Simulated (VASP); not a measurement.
Wanted: the native input for a VASP 6.6.1 run.

```
Task                   : single point
Functional             : PBEsol
Potentials or basis    : VASP PAW PBE potentials, release 64 (Ca_sv, Bi_d, P)
Cutoff                 : 520 eV
k mesh                 : 5 × 5 × 5
Occupations            : fermi-dirac, width 0.1 eV
Spin                   : no spin polarisation
Dipole correction      : no
Further INCAR settings : ALGO = Normal; EDIFF = 1e-07; NBANDS = 33
```

The structure of Ca3BiP lies in POSCAR:

```
Ca3BiP
1.0
    5.4174660000      0.0000000000      0.0000000000
    0.0000000000      5.4174660000      0.0000000000
    0.0000000000      0.0000000000      5.4174660000
Ca Bi P
3 1 1
Direct
    0.0000000000      0.5000000000      0.5000000000
    0.5000000000      0.0000000000      0.5000000000
    0.5000000000      0.5000000000      0.0000000000
    0.0000000000      0.0000000000      0.0000000000
    0.5000000000      0.5000000000      0.5000000000
```

The input as run:

INCAR

```
SYSTEM = Ca3BiP
  PREC = Accurate
  ENCUT = 520
  EDIFF = 1E-7
  ISMEAR = -1
  SIGMA = 0.1
  LREAL = .FALSE.
  LASPH = .TRUE.
  NELM = 60
  ALGO = Normal
  ISIF = 2
  LWAVE = .FALSE.
  LCHARG = .TRUE.
  GGA = PS
  LELF = .TRUE.
  LVHAR = .TRUE.
  NBANDS = 33
```

KPOINTS

```
regular mesh
0
G
  5 5 5
  0 0 0
```

Potentials or basis: VASP PAW PBE potentials, release 64 (Ca_sv, Bi_d, P).

Command:

```bash
$ cat potpaw_PBE.64/Ca_sv/POTCAR potpaw_PBE.64/Bi_d/POTCAR potpaw_PBE.64/P/POTCAR > POTCAR
$ mpirun -np 1 vasp_std > vasp.out
```

Results of the run:

```
Pressure : -1.3 GPa
```

Caveat: the PAW data sets were made with another functional, which shifts forces and pressure a little.

It took 87 s on 1 thread of Intel(R) Xeon(R) Platinum 8488C (Sapphire Rapids), with other jobs on the host, peak memory 0.26 GiB.
